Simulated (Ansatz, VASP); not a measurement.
## MgBr: VASP beside Ansatz

```xyz
2
Lattice="2.1921 1.2656 3.4655 -2.1921 1.2656 3.4655 0.0000 -2.5313 3.4655" Properties=species:S:1:pos:R:3 pbc="T T T"
Mg    0.0000    0.0000    0.0000
Br    0.0000    0.0000    5.1983
```

Alike in both runs: task relaxation of cell and atoms; functional PBE; k mesh 18 × 18 × 18; occupations gaussian, width 0.1 eV; no spin polarisation.

|  | VASP | Ansatz |
| --- | --- | --- |
| version | VASP 6.6.1 | Ansatz 0.2.0 |
| potentials or method | VASP PAW PBE potentials, release 64 (Mg, Br), cutoff 600 eV | scalar-relativistic, plane waves, PAW |
| valence electrons in the cell | 9 | 17 |

```tsv
	VASP	Ansatz	Ansatz less VASP
gap on the k mesh at the Fermi level, each at its own relaxed structure (eV)	none	none	-
relaxed volume (Å³/atom)	28.73	28.84	+0.115
relaxed length of the cell vector where the two differ most in proportion (Å)	4.284	4.292	+0.0079
```

A gap of «none» marks a metal or a gap that the smearing closes. VASP's potentials hold 9 valence electrons a cell and Ansatz's 17, so a difference there can come from the potentials and not from the codes.
